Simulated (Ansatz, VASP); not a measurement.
## One calculation of In, two programs

INCAR

```
SYSTEM = In
PREC     = Accurate       ! precision mode
ENCUT    = 520            ! plane-wave cutoff, eV
EDIFF    = 1E-7           ! SCF threshold, eV
ISMEAR   = 0              ! smearing method
SIGMA    = 0.2            ! smearing width, eV
LREAL    = .False.        ! projectors in reciprocal space
LASPH    = .True.         ! aspherical terms in the spheres
NELM     = 80             ! most SCF steps
ALGO     = Fast           ! electronic algorithm
ISIF     = 2              ! what is computed and relaxed
LWAVE    = .False.        ! write WAVECAR
LCHARG   = .False.        ! write CHGCAR
GGA      = PE             ! functional
NBANDS   = 34             ! bands
```

The input KPOINTS:

```
regular mesh
0
Gamma
  6 4 4
  0 0 0
```

POSCAR

```
In
1.0
   -1.7205472139     -1.7205472139      2.3240406738
    5.1616416418     -1.7205472139      2.3240406738
   -1.7205472139      5.1616416418      2.3240406738
In
4
Direct
    0.0000000000      0.0000000000      0.0000000000
    0.5000000000      0.5000000000      1.0000000000
    0.5000000000      0.0000000000      0.5000000000
    0.0000000000      0.5000000000      0.5000000000
```

Input for Ansatz:

```yaml
crystal:
  lattice:
    - [-1.7205472139, -1.7205472139, 2.3240406738]
    - [5.1616416418, -1.7205472139, 2.3240406738]
    - [-1.7205472139, 5.1616416418, 2.3240406738]
  atoms:
    - { symbol: In, position: [0.0, 0.0, 0.0] }
    - { symbol: In, position: [0.5, 0.5, 1.0] }
    - { symbol: In, position: [0.5, 0.0, 0.5] }
    - { symbol: In, position: [0.0, 0.5, 0.5] }
basis:
  ecutwfc: 420
kpoints:
  mp_grid: { grid: [6, 4, 4] }
hamiltonian:
  xc: pbe
scf:
  occupations: { method: gaussian, width: 0.2 }
  lower_state_search: "off"
output:
  forces: true
  stress: true
  eigenvalues: true
```

Alike in both runs: task single point; functional PBE; k mesh 6 × 4 × 4; occupations gaussian, width 0.2 eV; no spin polarisation.

|  | VASP | Ansatz |
| --- | --- | --- |
| version | VASP 6.6.1 | Ansatz 0.2.0 |
| potentials or method | VASP PAW PBE potentials, release 64 (In_d), cutoff 520 eV | scalar-relativistic, plane waves, PAW |
| valence electrons in the cell | 52 | 52 |

|  | VASP | Ansatz | Ansatz less VASP |
| --- | --- | --- | --- |
| gap on the k mesh at the Fermi level (eV) | none | none | - |
| pressure (GPa) | 0.0 | 0.0 | +0.06 |
| traceless stress, the component that is largest in VASP (GPa) | -1.15 | -1.15 | -0.001 |

A gap of «none» marks a metal or a gap that the smearing closes. With one functional, cell and mesh, what is left measures potentials, basis and numerics.
